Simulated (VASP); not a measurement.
Input of a VASP 6.6.1 run:

File POSCAR:

```
Ti
1.0
    2.6900000000      0.0000000000      0.0000000000
    0.0000000000      2.6900000000      0.0000000000
    0.0000000000      0.0000000000      2.6900000000
Ti
1
Direct
    0.0000000000      0.0000000000      0.0000000000
```

File INCAR.step1:

```
SYSTEM = Ti
PREC = Accurate
ENCUT = 600
ISMEAR = 1
SIGMA = 0.05
LREAL = .False.
LASPH = .True.
NELM = 60
GGA = PE
ALGO = Normal
EDIFF = 1E-4
LWAVE = .True.
LCHARG = .False.
```

File INCAR.step2:

```
SYSTEM = Ti
PREC = Accurate
ENCUT = 600
EDIFF = 1E-6
ISMEAR = 1
SIGMA = 0.05
LREAL = .False.
LASPH = .True.
NELM = 60
ALGO = Normal
ISIF = 3
LWAVE = .False.
LCHARG = .False.
METAGGA = R2SCAN
LMIXTAU = .True.
IBRION = 2
NSW = 60
EDIFFG = -0.01
PSTRESS = 400.0
ISTART = 1
```

Contents of KPOINTS:

```
regular mesh
0
Gamma
  6 6 6
  0 0 0
```

Potentials or basis: VASP PAW PBE potentials, release 64 (Ti_sv).

Run with:

```console
$ cat potpaw_PBE.64/Ti_sv/POTCAR > POTCAR
$ cp INCAR.step1 INCAR
$ mpirun -np 1 vasp_std > vasp.out
$ cp INCAR.step2 INCAR
$ mpirun -np 1 vasp_std > vasp.out
```

Problem. Estimate the relaxed volume.

Solution. 13.32 Å³/atom.

Problem. Estimate the space group after relaxing (to 0.1 Å).

Solution. Pm-3m (No. 221).

Problem. What does it give for the band gap on the k mesh?

Solution. Zero (bands 6 and 7 overlap by 3.49 eV).

Problem. What does it give for the relaxed cell?

Solution. a = 2.371 Å, b = 2.371 Å, c = 2.371 Å, α = 90.00°, β = 90.00°, γ = 90.00°.

Final structure:
```cif
data_structure
_symmetry_space_group_name_H-M 'P 1'
_symmetry_Int_Tables_number 1
_cell_length_a 2.3706
_cell_length_b 2.3706
_cell_length_c 2.3706
_cell_angle_alpha 90.000
_cell_angle_beta 90.000
_cell_angle_gamma 90.000
_cell_volume 13.32
loop_
_atom_site_label
_atom_site_type_symbol
_atom_site_fract_x
_atom_site_fract_y
_atom_site_fract_z
_atom_site_occupancy
Ti1 Ti 0.00000 0.00000 0.00000 1
```

Caveat: the k points lie up to 0.44 Å⁻¹ apart in the final cell, too coarse for converged energies and pressures of a metal; the cell is relaxed towards a set pressure, so the run minimises the enthalpy, not the energy; the volume moved by over 15 % at a fixed basis, so the end points are rough; the PAW data sets were made with another functional, which shifts forces and pressure a little.
